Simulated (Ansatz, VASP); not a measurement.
# HfSn3S8: VASP beside Ansatz

```
CELL_PARAMETERS angstrom
3.73506 2.15644 6.04792
-3.73506 2.15644 6.04792
0.00000 -4.31288 6.04792
ATOMIC_POSITIONS crystal
Hf 0.50000 0.50000 0.50000
Sn 0.50000 0.00000 0.50000
Sn 0.50000 0.50000 0.00000
Sn 0.00000 0.50000 0.50000
S 0.74647 0.74647 0.74647
S 0.74507 0.26010 0.74507
S 0.74507 0.74507 0.26010
S 0.26010 0.74507 0.74507
S 0.25353 0.25353 0.25353
S 0.25493 0.73990 0.25493
S 0.25493 0.25493 0.73990
S 0.73990 0.25493 0.25493
```

Alike in both runs: task single point; functional PBE; k mesh 3 × 3 × 3; occupations gaussian, width 0.1 eV; no spin polarisation.

|  | VASP | Ansatz |
| --- | --- | --- |
| version | VASP 6.6.1 | Ansatz 0.2.0 |
| potentials or method | VASP PAW PBE potentials, release 64 (Hf_pv, Sn_d, S), cutoff 520 eV | scalar-relativistic, plane waves, PAW |
| valence electrons in the cell | 100 | 116 |

|  | VASP | Ansatz | Ansatz less VASP |
| --- | --- | --- | --- |
| gap on the k mesh at the Fermi level (eV) | 0.73 | 0.72 | -0.011 |
| least direct gap on the mesh (eV) | 0.80 | 0.79 | -0.011 |
| pressure (GPa) | -0.2 | 0.0 | +0.23 |
| rms of the force components (eV/Å) | 0.020 | 0.005 | -0.0145 |

Atom by atom the forces differ by 0.016 eV/Å (rms over components). With one functional, cell and mesh, what is left measures potentials, basis and numerics. VASP's potentials hold 100 valence electrons a cell and Ansatz's 116, so a difference there can come from the potentials and not from the codes.

Spin-orbit coupling is off throughout.
